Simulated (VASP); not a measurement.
# C (P6_3/mmc) in VASP: notebook, part 2 of 2

VASP 6.6.1. Earlier steps stand in the parts before.

## 4. Single point, BLYP (volume scaled by 1.08)

File INCAR:

```
SYSTEM = C
PREC     = Accurate       ! precision mode
ENCUT    = 520            ! plane-wave cutoff, eV
EDIFF    = 1E-6           ! SCF threshold, eV
ISMEAR   = -1             ! smearing method
SIGMA    = 0.1            ! smearing width, eV
LREAL    = .False.        ! projectors in reciprocal space
LASPH    = .True.         ! aspherical terms in the spheres
NELM     = 100            ! most SCF steps
ALGO     = Normal         ! electronic algorithm
ISIF     = 2              ! what is computed and relaxed
LWAVE    = .False.        ! write WAVECAR
LCHARG   = .True.         ! write CHGCAR
GGA      = B5             ! functional
ALDAX    = 1.0          
AGGAX    = 1.0          
AGGAC    = 1.0          
ALDAC    = 0.0          
LELF     = .True.         ! ELF
LVHAR    = .True.       
NBANDS   = 11             ! bands
```

File KPOINTS:

```
Automatic mesh
0
Gamma
  22 22 4
  0 0 0
```

File POSCAR:

```
C
1.0
    1.8512282066      0.0000000000      0.0000000000
   -0.9256141033      1.6032106552      0.0000000000
    0.0000000000      0.0000000000      9.1580601028
C
2
Direct
    0.3333333333      0.6666666667      0.2500000000
    0.6666666667      0.3333333333      0.7500000000
```

Potentials or basis: VASP PAW PBE potentials, release 64 (C).

Started as:

```
$ cat potpaw_PBE.64/C/POTCAR > POTCAR
$ mpirun -np 1 vasp_std > vasp.out
```

OUTCAR:

```text
SYSTEM = C
   PREC = Accurate
   ENCUT = 520
   EDIFF = 1E-6
   ISMEAR = -1
   LREAL = .False.
   LASPH = .True.
   NELM = 100
   ISIF = 2
   GGA = B5

 ion  position               nearest neighbor table
   1  0.333  0.667  0.250-
   2  0.667  0.333  0.750-

  LATTYP: Found a hexagonal cell.
 ALAT       =     1.8512282066
 C/A-ratio  =     4.9470184552

  Lattice vectors:

 A1 = (   1.8512282066,   0.0000000000,   0.0000000000)
 A2 = (  -0.9256141033,   1.6032106552,   0.0000000000)
 A3 = (   0.0000000000,   0.0000000000,   9.1580601028)

Analysis of symmetry for initial positions (statically):
=====================================================================
 Subroutine PRICEL returns:
 Original cell was already a primitive cell.

 Routine SETGRP: Setting up the symmetry group for a
 hexagonal supercell.

 Subroutine GETGRP returns: Found 24 space group operations
 (whereof 12 operations were pure point group operations)
 out of a pool of 24 trial point group operations.

The static configuration has the point symmetry D_3d.
 The point group associated with its full space group is D_6h.

Analysis of symmetry for dynamics (positions and initial velocities):
=====================================================================
 Subroutine PRICEL returns:
 Original cell was already a primitive cell.

 Routine SETGRP: Setting up the symmetry group for a
 hexagonal supercell.

 Subroutine GETGRP returns: Found 24 space group operations
 (whereof 12 operations were pure point group operations)
 out of a pool of 24 trial point group operations.

The dynamic configuration has the point symmetry D_3d.
 The point group associated with its full space group is D_6h.

 Subroutine INISYM returns: Found 24 space group operations
 (whereof 12 operations are pure point group operations),
 and found     1 'primitive' translations

----------------------------------------------------------------------------------------
[... 119 lines left out ...]
   LHFCALC =     F    Hartree Fock is set to
   AEXX    =    0.0000 exact exchange contribution
   IVDW    =     0    specifies the selected vdW correction
   LEPSILON=     F    determine dielectric tensor
   LRPA    =     F    only Hartree local field effects (RPA)
 non-spin polarized calculation
  energy-cutoff  :      520.00
  volume of cell :       27.18
 maximum number of plane-waves:       758
 NGX is ok and might be reduce to    14
   NGX =  7   NGY =  7   NGZ = 35

 number of electron       7.9999999 magnetization

 Free energy of the ion-electron system (eV)
  ---------------------------------------------------
  ext. energy  EPLUGINS =         0.00000000
  ---------------------------------------------------
  free energy    TOTEN  =        -9.01874604 eV

  energy without entropy =       -8.98571300  energy(sigma->0) =       -9.00222952

 E-fermi :   1.8075     XC(G=0):  -7.9409

 val. band max:        1.8054676566   @ k =   0.3182   0.0909   0.0000
 cond. band min:       1.8353178066   @ k =   0.2727   0.2273   0.0000
 fundamental gap:      0.0298501500
 Fermi energy:         1.8074719549

 k-point     1 :       0.0000    0.0000    0.0000
  band No.  band energies     occupation
      1     -16.3625      2.00000
      2     -16.3433      2.00000
      3      -4.5952      2.00000
      4      -4.2502      2.00000
      5       5.4935      0.00000
      6       8.4320      0.00000
      7      11.4497      0.00000
      8      14.6708      0.00000
      9      14.6708      0.00000
     10      14.6713      0.00000
     11      14.6713      0.00000
[... 309 lines left out ...]
 k-point    24 :       0.1364    0.0909    0.0000
  band No.  band energies     occupation
      1     -14.5956      2.00000
      2     -14.5786      2.00000
      3      -2.6225      2.00000
      4      -2.3103      2.00000
      5       7.4880      0.00000
      6       9.9163      0.00000
      7      10.4721      0.00000
      8      10.5431      0.00000
      9      11.8300      0.00000
     10      11.8552      0.00000
     11      14.1702      0.00000

 [... further k-points ...]

------------------------ aborting loop because EDIFF is reached ----------------------------------------

  FORCE on cell =-STRESS in cart. coord.  units (eV):
  Direction    XX          YY          ZZ          XY          YZ          ZX
  --------------------------------------------------------------------------------------
  -------------------------------------------------------------------------------------
  Total       -0.8956310     -0.8956310      0.0334967      0.0000000      0.0000000      0.0000000
  in kB      -52.7941333    -52.7941333      1.9745045      0.0000000      0.0000000      0.0000000
  external PRESSURE =     -34.5379207 kB  Pullay stress =       0.0000000 kB

 VOLUME and BASIS-vectors are now :
 -----------------------------------------------------------------------------
  energy-cutoff  :      520.00
  volume of cell :       27.18
      direct lattice vectors                 reciprocal lattice vectors
     1.851228207  0.000000000  0.000000000     0.540181916  0.311874175  0.000000000
    -0.925614103  1.603210655  0.000000000     0.000000000  0.623748349  0.000000000
     0.000000000  0.000000000  9.158060103     0.000000000  0.000000000  0.109193431

 POSITION                                       TOTAL-FORCE (eV/Angst)
 -----------------------------------------------------------------------------------
     -0.00000      1.06881      2.28952        -0.000000      0.000000      0.000000
      0.92561      0.53440      6.86855         0.000000     -0.000000      0.000000
 -----------------------------------------------------------------------------------
    total drift:                               -0.000000      0.000000      0.000000

  FREE ENERGIE OF THE ION-ELECTRON SYSTEM (eV)
  ---------------------------------------------------
  free  energy   TOTEN  =        -9.0187460424 eV

  energy  without entropy=       -8.9857130038  energy(sigma->0) =       -9.00222952
```

Run time: 15 s. Hardware: 1 thread of Intel Xeon 6975P-C (Granite Rapids), shared host; peak memory 0.15 GiB.

Results:

```yaml
Free_energy: -9.0187 eV
Pressure: -3.5 GPa
Band_gap_on_the_k_mesh: zero (band 4 reaches 2.65 eV, above the bottom of band 5 at 0.45 eV)
```

Levels at points of the mesh, in eV from the Fermi level:
| k point | band 2 | band 3 | band 4 | band 5 | band 6 | band 7 |
| --- | --- | --- | --- | --- | --- | --- |
| (0.00, 0.00, 0.00) | -18.15 | -6.40 | -6.06 | 3.69 | 6.62 | 9.64 |
| (0.50, 0.00, 0.00) | -8.59 | -5.18 | -5.17 | 2.31 | 2.36 | 7.86 |
| (0.00, 0.00, 0.50) | -18.16 | -6.24 | -6.24 | 4.77 | 4.77 | 12.56 |
| (0.50, 0.00, 0.50) | -8.59 | -5.18 | -5.18 | 2.34 | 2.34 | 7.86 |

Caveat: the PAW data sets were made with another functional, which shifts forces and pressure a little; this functional lacks dispersion, which binds the layers, so the pressure and a relaxed spacing across them are unreliable.

## 5. Overview

| cell | gap on the mesh (eV) | pressure (GPa) |
| --- | --- | --- |
| a = 1.780, b = 1.780, c = 8.805 Å, angles 90.0, 90.0, 120.0°, 2 atoms | none | 0.4 |
| a = 1.828, b = 1.828, c = 9.044 Å, angles 90.0, 90.0, 120.0°, 2 atoms | none | -2.0 |
| a = 1.851, b = 1.851, c = 9.158 Å, angles 90.0, 90.0, 120.0°, 2 atoms | none | -3.5 |

Alike in all rows: task single point; level BLYP; potentials or basis VASP PAW PBE potentials, release 64 (C); no spin polarisation; k mesh 22 × 22 × 4; cutoff (eV) 520; smearing fermi-dirac 0.1 eV.

Caveats: the PAW data sets were made with another functional, which shifts forces and pressure a little; this functional lacks dispersion, which binds the layers, so the pressure and a relaxed spacing across them are unreliable.

Total energies depend on the potentials used, so only differences within one code and one set of settings carry meaning.
